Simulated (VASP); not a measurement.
# BaErB4 (R3m) in VASP: relaxation of cell and atoms with PBE

Aim: the relaxation of cell and atoms of BaErB4 with PBE.

Everything below comes from runs of VASP 6.6.1. Logs are shortened: lines on timing, memory, paths and dates and some standing lists are left out, and cuts for length are marked.

## 1. The cell of the first run

It takes space group R3m (No. 160, trigonal). Conventional cell: a = 5.722 Å, b = 5.722 Å, c = 10.628 Å, α = 90.00°, β = 90.00°, γ = 120.00°. Ba (site symmetry 3m) has 13 B at 3.09 to 3.43 Å and 4 Er at 3.31 to 3.75 Å within 4.1 Å. Er (site symmetry 3m) has 9 B at 2.57 to 3.31 Å and 3 Ba at 3.31 Å within 3.4 Å. B (site symmetry m) has 3 B at 1.68 to 1.78 Å within 2.2 Å. B (site symmetry 3m) has 3 B at 1.68 Å within 2.2 Å.

The cell was generated, and may not be a known phase.

## 2. Relaxation of cell and atoms, PBE

The input, INCAR:

```
SYSTEM = BaErB4
PREC = Accurate
ENCUT = 500
EDIFF = 1E-7
ISMEAR = 0
SIGMA = 0.1
LREAL = .FALSE.
LASPH = .TRUE.
NELM = 200
ALGO = Normal
ISIF = 3
LWAVE = .FALSE.
LCHARG = .FALSE.
GGA = PE
IBRION = 2
NSW = 100
EDIFFG = -0.01
GGA_COMPAT = .FALSE.
NELMIN = 4
LMAXMIX = 6
```

The input, KPOINTS:

```
Automatic mesh
0
G
  12 12 12
  0 0 0
```

The input, POSCAR:

```
BaErB4
1.0
    2.8608179525      1.6516940150      3.5425331501
   -2.8608179525      1.6516940150      3.5425331501
    0.0000000000     -3.3033880299      3.5425331501
Ba Er B
1 1 4
Direct
    0.9953870405      0.9953870405      0.9953870405
    0.3485875833      0.3485875833      0.3485875833
    0.4665867539      0.4665867539      0.7772470581
    0.7772470581      0.4665867539      0.4665867539
    0.4665867539      0.7772470581      0.4665867539
    0.6956048102      0.6956048102      0.6956048102
```

Potentials or basis: VASP PAW PBE potentials, release 64 (Ba_sv, Er_3, B), 4f in core.

On the command line:

```
cat potpaw_PBE.64/Ba_sv/POTCAR potpaw_PBE.64/Er_3/POTCAR potpaw_PBE.64/B/POTCAR > POTCAR
mpirun -np 1 vasp_std > vasp.out
```

OUTCAR:

```text
SYSTEM = BaErB4
   PREC = Accurate
   ENCUT = 500
   EDIFF = 1E-7
   ISMEAR = 0
   LREAL = .FALSE.
   LASPH = .TRUE.
   NELM = 200
   ISIF = 3
   GGA = PE
   IBRION = 2
   NSW = 100
   EDIFFG = -0.01
   NELMIN = 4

 ion  position               nearest neighbor table
   1  0.995  0.995  0.995-   4 3.09   5 3.09   4 3.09   5 3.09   3 3.09   3 3.09   6 3.19   2 3.31
                             2 3.31   2 3.31   6 3.32   6 3.32   6 3.32   4 3.43   5 3.43   3 3.43
   2  0.349  0.349  0.349-   3 2.57   5 2.57   4 2.57   3 2.57   5 2.57   4 2.57   1 3.31   1 3.31
                             1 3.31   1 3.75
   3  0.467  0.467  0.777-   6 1.68   5 1.78   4 1.78   2 2.57   2 2.57   1 3.09   1 3.09   1 3.43

   4  0.777  0.467  0.467-   6 1.68   3 1.78   5 1.78   2 2.57   2 2.57   1 3.09   1 3.09   1 3.43

   5  0.467  0.777  0.467-   6 1.68   3 1.78   4 1.78   2 2.57   2 2.57   1 3.09   1 3.09   1 3.43

   6  0.696  0.696  0.696-   4 1.68   5 1.68   3 1.68   1 3.19   1 3.32   1 3.32   1 3.32

  LATTYP: Found a trigonal (rhomboedric) cell.
 ALAT       =     4.8437499519
 COS(alpha) =     0.3023348821

  Lattice vectors:

 A1 = (   2.8608179525,   1.6516940150,   3.5425331501)
 A2 = (  -2.8608179525,   1.6516940150,   3.5425331501)
 A3 = (   0.0000000000,  -3.3033880299,   3.5425331501)

Analysis of symmetry for initial positions (statically):
=====================================================================
 Subroutine PRICEL returns:
 Original cell was already a primitive cell.

 Routine SETGRP: Setting up the symmetry group for a
 trigonal (rhombohedral) supercell.

 Subroutine GETGRP returns: Found  6 space group operations
 (whereof  6 operations were pure point group operations)
 out of a pool of 12 trial point group operations.

The static configuration has the point symmetry C_3v.

Analysis of symmetry for dynamics (positions and initial velocities):
=====================================================================
 Subroutine PRICEL returns:
 Original cell was already a primitive cell.

 Routine SETGRP: Setting up the symmetry group for a
 trigonal (rhombohedral) supercell.

 Subroutine GETGRP returns: Found  6 space group operations
 (whereof  6 operations were pure point group operations)
 out of a pool of 12 trial point group operations.

The dynamic configuration has the point symmetry C_3v.

 Subroutine INISYM returns: Found  6 space group operations
 (whereof  6 operations are pure point group operations),
 and found     1 'primitive' translations

----------------------------------------------------------------------------------------

                                     Primitive cell

  volume of cell :     100.4350

  direct lattice vectors                    reciprocal lattice vectors
     2.860817953  1.651694015  3.542533150     0.174775190  0.100906503  0.094094626
    -2.860817953  1.651694015  3.542533150    -0.174775190  0.100906503  0.094094626
     0.000000000 -3.303388030  3.542533150     0.000000000 -0.201813006  0.094094626

  length of vectors
     4.843749952  4.843749952  4.843749952     0.222670806  0.222670806  0.222670806

  position of ions in fractional coordinates (direct lattice)
     0.995387040  0.995387040  0.995387040
     0.348587583  0.348587583  0.348587583
     0.466586754  0.466586754  0.777247058
     0.777247058  0.466586754  0.466586754
     0.466586754  0.777247058  0.466586754
     0.695604810  0.695604810  0.695604810

  ion indices of the primitive-cell ions
   primitive index   ion index
                 1           1
                 2           2
                 3           3
                 4           4
                 5           5
                 6           6

----------------------------------------------------------------------------------------

 KPOINTS: Automatic mesh

Automatic generation of k-mesh.
 Grid dimensions read from file:
 generate k-points for:   12   12   12

 Generating k-lattice:

  Cartesian coordinates                     Fractional coordinates (reciprocal lattice)
     0.014564599  0.008408875  0.007841219     0.083333333  0.000000000  0.000000000
    -0.014564599  0.008408875  0.007841219     0.000000000  0.083333333  0.000000000
     0.000000000 -0.016817750  0.007841219     0.000000000  0.000000000  0.083333333

  Length of vectors
     0.018555901  0.018555901  0.018555901

  Shift w.r.t. Gamma in fractional coordinates (k-lattice)
     0.000000000  0.000000000  0.000000000

 Subroutine IBZKPT returns following result:
 ===========================================

 Found    189 irreducible k-points:

 Following reciprocal coordinates:
            Coordinates               Weight
  0.000000  0.000000  0.000000      1.000000
  0.083333 -0.000000  0.000000      6.000000
  0.166667  0.000000  0.000000      6.000000
  0.250000 -0.000000 -0.000000      6.000000
  0.333333 -0.000000  0.000000      6.000000
  0.416667  0.000000  0.000000      6.000000
[... 16 lines left out ...]
  0.500000  0.166667 -0.000000     12.000000
 -0.416667  0.166667  0.000000     12.000000
 [... further k-points ...]
   k-points           NKPTS =    189   k-points in BZ     NKDIM =    189   number of bands    NBANDS=     19
   number of dos      NEDOS =    301   number of ions     NIONS =      6
   total plane-waves  NPLWV =  46656
   dimension x,y,z NGX =    36 NGY =   36 NGZ =   36
   dimension x,y,z NGXF=    72 NGYF=   72 NGZF=   72
   ions per type =               1   1   4
   NGX,Y,Z   is equivalent  to a cutoff of  12.36, 12.36, 12.36 a.u.
   NGXF,Y,Z  is equivalent  to a cutoff of  24.71, 24.71, 24.71 a.u.
 SYSTEM =  BaErB4
   PREC   = accura    normal or accurate (medium, high low for compatibility)
   ISTART =      0    job   : 0-new  1-cont  2-samecut
   ICHARG =      2    charge: 1-file 2-atom 10-const
   ISPIN  =      1    spin polarized calculation?
   LNONCOLLINEAR =      F non collinear calculations
   LSORBIT =      F    spin-orbit coupling
   LASPH  =      T    aspherical Exc in radial PAW
   ENCUT  =  500.0 eV  36.75 Ry    6.06 a.u.   8.83  8.83  8.83*2*pi/ulx,y,z
   NELM   =    200;   NELMIN=  4; NELMDL= -5     # of ELM steps
   EDIFF  = 0.1E-06   stopping-criterion for ELM
   LREAL  =      F    real-space projection
   EDIFFG = -.1E-01   stopping-criterion for IOM
   NSW    =    100    number of steps for IOM
   IBRION =      2    ionic relax: 0-MD 1-quasi-New 2-CG
   NFREE  =      1    steps in history (QN), initial steepest desc. (CG)
   ISIF   =      3    stress and relaxation
   ISYM   =      2    0-nonsym 1-usesym 2-fastsym
   POTIM  = 0.5000    time-step for ionic-motion
   TEBEG  =    0.0;   TEEND  =   0.0 temperature during run
   PSTRESS=    0.0 pullay stress
   NELECT =      31.0000    total number of electrons
   NUPDOWN=      -1.0000    fix difference up-down
   EMIN   =  10.00;   EMAX   =-10.00  energy-range for DOS
   EFERMI =   0.00;   METHOD = LEGACY
   ISMEAR =     0;   SIGMA  =   0.10  broadening in eV -4-tet -1-fermi 0-gaus
   EFERMI_NEDOS =   21; number of points for ismear=-14 and -15
   IALGO  =     38    algorithm
   IMIX   =      4    mixing-type and parameters
     AMIX     =   0.40;   BMIX     =  1.00
     AMIX_MAG =   1.60;   BMIX_MAG =  1.00
  volume/ion in A,a.u.               =      16.74       112.96
  Fermi-wavevector in a.u.,A,eV,Ry     =   1.106370  2.090736 16.654274  1.224055
  Thomas-Fermi vector in A             =   2.242870
   LORBIT       =      0    0 simple, 1 ext, 2 COOP (PROOUT), +10 PAW based schemes
   GGA     = PE    functional components
   LHFCALC =     F    Hartree Fock is set to
   AEXX    =    0.0000 exact exchange contribution
   IVDW    =     0    specifies the selected vdW correction
   LEPSILON=     F    determine dielectric tensor
   LRPA    =     F    only Hartree local field effects (RPA)
 conjugate gradient relaxation of ions
 non-spin polarized calculation
 Gauss-broadening in eV      SIGMA  =   0.10
  energy-cutoff  :      500.00
  volume of cell :      100.43
 maximum number of plane-waves:      2580
   NGX = 17   NGY = 17   NGZ = 17

--------------------------------------- Ionic step        1  -------------------------------------------

 number of electron      30.9999999 magnetization

 Free energy of the ion-electron system (eV)
  ---------------------------------------------------
  ext. energy  EPLUGINS =         0.00000000
  ---------------------------------------------------
  free energy    TOTEN  =       -30.53021939 eV

  energy without entropy =      -30.51871616  energy(sigma->0) =      -30.52446778

------------------------ aborting loop because EDIFF is reached ----------------------------------------

  FORCE on cell =-STRESS in cart. coord.  units (eV):
  Direction    XX          YY          ZZ          XY          YZ          ZX
  --------------------------------------------------------------------------------------
  -------------------------------------------------------------------------------------
  Total        0.6399150      0.6399150      0.3613828      0.0000000      0.0000000      0.0000000
  in kB       10.2081703     10.2081703      5.7649172      0.0000000      0.0000000      0.0000000
  external PRESSURE =       8.7270859 kB  Pullay stress =       0.0000000 kB
[... 67 lines left out ...]
--------------------------------------- Ionic step        3  -------------------------------------------

 number of electron      30.9999998 magnetization

 E-fermi :   2.9464     XC(G=0): -10.0114

 val. band max:        2.9371662503   @ k =  -0.3333   0.5000   0.0833
 cond. band min:       2.9536125373   @ k =   0.5000   0.3333  -0.0000
 fundamental gap:      0.0164462870
 Fermi energy:         2.9464061852

 k-point     1 :       0.0000    0.0000    0.0000
  band No.  band energies     occupation
      1     -24.0530      2.00000
      2     -21.0156      2.00000
      3     -21.0156      2.00000
      4     -20.8064      2.00000
      5      -9.4999      2.00000
      6      -9.4999      2.00000
[... 552 lines left out ...]
  FREE ENERGIE OF THE ION-ELECTRON SYSTEM (eV)
  ---------------------------------------------------
  free  energy   TOTEN  =       -30.5332197003 eV

  energy  without entropy=      -30.5214833627  energy(sigma->0) =      -30.52735153

[... ionic steps 4 to 7 ...]

--------------------------------------- Ionic step        8  -------------------------------------------

 number of electron      30.9999998 magnetization

------------------------ aborting loop because EDIFF is reached ----------------------------------------
[... 75 lines left out ...]
--------------------------------------- Ionic step       10  -------------------------------------------

 number of electron      30.9999998 magnetization

 Free energy of the ion-electron system (eV)
  ---------------------------------------------------
  ext. energy  EPLUGINS =         0.00000000
  ---------------------------------------------------
  free energy    TOTEN  =       -30.53438117 eV

  energy without entropy =      -30.52254710  energy(sigma->0) =      -30.52846413

 E-fermi :   2.9253     XC(G=0):  -9.9952

 val. band max:        2.9205241485   @ k =  -0.2500  -0.3333   0.1667
 cond. band min:       2.9267460118   @ k =   0.4167   0.0833   0.0833
 fundamental gap:      0.0062218634
 Fermi energy:         2.9252898163

 k-point     1 :       0.0000    0.0000    0.0000
  band No.  band energies     occupation
      1     -24.0815      2.00000
      2     -21.0411      2.00000
      3     -21.0411      2.00000
      4     -20.8367      2.00000
      5      -9.5214      2.00000
      6      -9.5214      2.00000
[... 552 lines left out ...]
  FREE ENERGIE OF THE ION-ELECTRON SYSTEM (eV)
  ---------------------------------------------------
  free  energy   TOTEN  =       -30.5343811690 eV

  energy  without entropy=      -30.5225470952  energy(sigma->0) =      -30.52846413

 reached required accuracy - stopping structural energy minimisation
```

Run time: 64 min. Hardware: 1 thread of AMD EPYC 7R43 (Zen 3), shared host; peak memory 0.48 GiB.

Results:

| Quantity | Value |
| --- | --- |
| Free energy | -30.5344 eV |
| Relaxed volume | 16.97 Å³/atom |
| Relaxed cell | a = 4.860 Å, b = 4.860 Å, c = 4.860 Å, α = 72.68°, β = 72.68°, γ = 72.68° |
| Space group after relaxing (to 0.1 Å) | R3m (No. 160) |
| Energy gained by relaxing | 0.7 meV/atom |
| Ionic steps | 10 |
| Pressure after relaxing | 0.0 GPa |
| Largest force after relaxing | 0.005 eV/Å |
| Band gap on the k mesh | zero (an odd number of electrons rules out a gap without spin polarisation) |

Forces in eV/Å, atoms in the order of the input:
```
Ba   0.000  0.000 -0.001
Er   0.000  0.000  0.001
B    0.000  0.002  0.001
B   -0.002 -0.001  0.001
B    0.002 -0.001  0.001
B    0.000  0.000 -0.005
```

Step by step:
| step | energy change (eV) | largest force (eV/Å) | pressure (GPa) | volume (Å³) |
| --- | --- | --- | --- | --- |
| 1 | 0.0000 | 0.0261 | 0.87 | 100.43 |
| 2 | -0.0028 | 0.1845 | -0.24 | 101.77 |
| 3 | -0.0030 | 0.1395 | 0.00 | 101.48 |
| 4 | -0.0039 | 0.0496 | -0.01 | 101.92 |
| 5 | -0.0040 | 0.0253 | -0.01 | 101.83 |
| 6 | -0.0041 | 0.0166 | -0.01 | 101.83 |
| 7 | -0.0041 | 0.0133 | -0.01 | 101.84 |
| 8 | -0.0041 | 0.0143 | 0.00 | 101.82 |
| 9 | -0.0042 | 0.0157 | 0.03 | 101.79 |
| 10 | -0.0042 | 0.0047 | 0.00 | 101.81 |

Final structure:
```
CELL_PARAMETERS angstrom
2.87962 1.66255 3.54412
-2.87962 1.66255 3.54412
0.00000 -3.32510 3.54412
ATOMIC_POSITIONS crystal
Ba 0.99535 0.99535 0.99535
Er 0.34812 0.34812 0.34812
B 0.46706 0.46706 0.77688
B 0.77688 0.46706 0.46706
B 0.46706 0.77688 0.46706
B 0.69553 0.69553 0.69553
```

Levels at points of the mesh, in eV from the Fermi level:
```csv
k point,band 13,band 14,band 15,band 16,band 17,band 18
"(0.00, 0.00, 0.00)",-1.00,-1.00,-0.78,-0.78,0.10,3.33
"(0.50, 0.00, 0.00)",-1.70,-0.93,-0.68,-0.21,0.80,1.90
"(0.50, 0.50, 0.00)",-1.82,-1.21,-0.10,0.26,0.41,2.48
"(0.50, 0.50, 0.50)",-0.30,-0.30,0.16,0.16,0.17,2.57
```

Caveat: spin-orbit coupling is left out, which moves the levels of the heavy elements; the 4f electrons are frozen in the core, so they carry no moment and show no levels; an odd number of electrons without spin polarisation forces a metal; a magnetic or distorted state may lie lower. Spin polarisation is off, so any magnetic state and its effect on volume and gap are missing.
